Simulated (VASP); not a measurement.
# Be3TeSe2: relaxation of cell and atoms with PBE

Be3TeSe2:

```
Be Te Se
1.0
    -1.85000    5.55000    2.61500
     1.85000   -5.55000    2.61500
     1.85000    5.55000   -2.61500
Be Te Se
3 1 2
Direct
  0.41667 0.25000 0.16667
  0.08333 0.25000 0.83333
  0.75000 0.25000 0.50000
  0.00000 0.00000 0.00000
  0.33333 0.00000 0.33333
  0.66667 0.00000 0.66667
```

```yaml
Program: VASP 6.6.1
Task: relaxation of cell and atoms
Functional: PBE
Potentials_or_basis: VASP PAW PBE potentials, release 64 (Be, Te, Se)
Cutoff: 600 eV
k_mesh: 4 × 4 × 4
Occupations: gaussian, width 0.15 eV
Spin: no spin polarisation
Dipole_correction: no
Further_INCAR_settings: ALGO = Normal; EDIFF = 1e-07; IBRION = 2; EDIFFG = -0.08; NSW = 36; ISIF = 3
```

| Quantity | Value |
| --- | --- |
| Relaxed volume | 19.14 Å³/atom |
| Relaxed cell | a = 6.547 Å, b = 6.547 Å, c = 6.547 Å, α = 146.24°, β = 59.97°, γ = 132.00° |
| Space group after relaxing (to 0.05 Å) | Imm2 (No. 44) |
| Energy gained by relaxing | 64.8 meV/atom |
| Ionic steps | 7 |
| Pressure after relaxing | 0.0 GPa |
| Largest force after relaxing | 0.032 eV/Å |
| Band gap on the k mesh | 2.08 eV, indirect (least direct gap 2.15 eV) |

Forces on the atoms (eV/Å):
```
Be   0.000  0.004 -0.009
Be   0.000 -0.004 -0.009
Be   0.000  0.000  0.003
Te   0.000  0.000  0.026
Se   0.000 -0.032 -0.006
Se   0.000  0.032 -0.006
```

The path:
```
step  energy change (eV)  largest force (eV/Å)  pressure (GPa)  volume (Å³)
   1              0.0000                1.4994            6.15       107.40
   2             -0.3188                0.5309           -1.76       118.43
   3             -0.3194                0.5685           -1.46       117.89
   4             -0.3697                0.2905           -0.58       115.99
   5             -0.3865                0.1006            0.44       114.07
   6             -0.3866                0.1003            0.40       114.14
   7             -0.3890                0.0322           -0.04       114.83
```

Final structure:
```
Be Te Se
1.0
    -1.90085    5.67101    2.66308
     1.90085   -5.67101    2.66308
     1.90085    5.67101   -2.66308
Be Te Se
3 1 2
Direct
  0.43977 0.26357 0.17620
  0.08738 0.26357 0.82380
  0.72328 0.22328 0.50000
  0.99934 0.99934 0.00000
  0.33154 0.00012 0.33142
  0.66869 0.00012 0.66858
```

Levels at points of the mesh, in eV from the valence-band top:
```tsv
k point	band 8	band 9	band 10	band 11	band 12	band 13	band 14	band 15	band 16
(0.00, 0.00, 0.00)	-2.60	-1.98	-0.25	-0.25	0.00	3.18	3.25	4.16	4.25
(0.50, 0.00, 0.00)	-2.09	-2.02	-1.43	-1.25	-0.65	3.30	3.51	4.02	5.16
(0.00, 0.50, 0.00)	-3.62	-2.80	-2.35	-1.26	-1.24	3.50	4.73	5.13	5.29
(0.50, 0.50, 0.00)	-3.28	-2.81	-2.67	-2.39	-1.72	2.17	3.39	4.25	4.62
(0.50, 0.50, 0.50)	-2.62	-2.30	-1.77	-1.29	-0.07	2.08	3.33	4.09	4.93
```

Wall time 4.3 min on 1 thread of AMD EPYC 9R45 96-Core Processor (Zen 5), with other jobs on the host, peak memory 0.42 GiB.

Caveat: the k points lie up to 0.51 Å⁻¹ apart in the final cell; spin-orbit coupling is left out, which moves the levels of the heavy elements; the relaxation stopped at a loose force limit of 0.08 eV/Å, so its end isn't a converged minimum. A k mesh can miss the band edges.
